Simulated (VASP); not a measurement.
Runs of VASP 6.6.1 on Al3GaN4. The structure is that of space group Pm (No. 6), or close to it. The cells are those of the table. 

| cell | gap on the mesh (eV) | pressure (GPa) | largest force (eV/Å) |
| --- | --- | --- | --- |
| a = 5.043, b = 3.287, c = 5.418 Å, 8 atoms | (b) | -8.6 | 0.47 |
| a = 5.043, b = 3.443, c = 5.418 Å, 8 atoms | 2.56 | -14.5 | 0.71 |
| a = 5.043, b = 3.404, c = 5.418 Å, 8 atoms | 2.68 | -13.2 | 0.67 |
| a = 5.043, b = 3.365, c = 5.418 Å, 8 atoms | 2.80 | (a) | 0.61 |

Alike in all rows: task single point; level PBEsol; potentials or basis VASP PAW PBE potentials, release 64 (Al, Ga_d, N); no spin polarisation; k mesh 6 × 8 × 4; cutoff (eV) 520; smearing gaussian 0.05 eV.

Question: Fill in the values left out.

Answer: (a) -11.8; (b) 3.03.

Caveats: the PAW data sets were made with another functional, which shifts forces and pressure a little; the stress differs along the axes, from -19 to -3 GPa (at least some runs); the stress differs along the axes, from -31 to -5 GPa (at least some runs); the stress differs along the axes, from -28 to -5 GPa (at least some runs); the stress differs along the axes, from -25 to -4 GPa (at least some runs).

A k mesh can miss the band edges, and the runs leave out spin-orbit coupling on Ga.
